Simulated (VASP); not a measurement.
A run of VASP 6.6.1:

The input INCAR:

```
ALGO     = Normal         # electronic algorithm
EDIFF    = 1E-7           # SCF threshold, eV
ENCUT    = 520            # plane-wave cutoff, eV
GGA      = PE             # functional
ISIF     = 2              # what is computed and relaxed
ISMEAR   = -1             # smearing method
LASPH    = True           # aspherical terms in the spheres
LCHARG   = False          # write CHGCAR
LREAL    = False          # projectors in reciprocal space
LWAVE    = False          # write WAVECAR
NBANDS   = 32             # bands
NELM     = 80             # most SCF steps
PREC     = Accurate       # precision mode
SIGMA    = 0.05           # smearing width, eV
```

Contents of KPOINTS:

```
k-points
0
Gamma
  5 5 5
```

File POSCAR:

```
Ti3S2
1.0
    2.7131140000      1.5664170000      3.2376180000
   -2.7131140000      1.5664170000      3.2376180000
    0.0000000000     -3.1328340000      3.2376180000
Ti S
3 2
Direct
    0.3356550000      0.6643450000      0.0000000000
    0.6643450000      0.0000000000      0.3356550000
    0.0000000000      0.3356550000      0.6643450000
    0.8321610000      0.8321610000      0.8321610000
    0.1678390000      0.1678390000      0.1678390000
```

Potentials or basis: VASP PAW PBE potentials, release 64 (Ti_sv, S).

The run is started by

```bash
$ cat potpaw_PBE.64/Ti_sv/POTCAR potpaw_PBE.64/S/POTCAR > POTCAR
$ mpirun -np 1 vasp_std > vasp.out
```

Hardware: 1 thread of Intel(R) Xeon(R) 6975P-C (Granite Rapids), on a shared host.

Problem. How long does it take, and how much memory?

Solution. Run time: 22 s on 1 thread of Intel(R) Xeon(R) 6975P-C (Granite Rapids) (shared host), peak memory 0.21 GiB. Counts: scf iterations 15, k points 19.
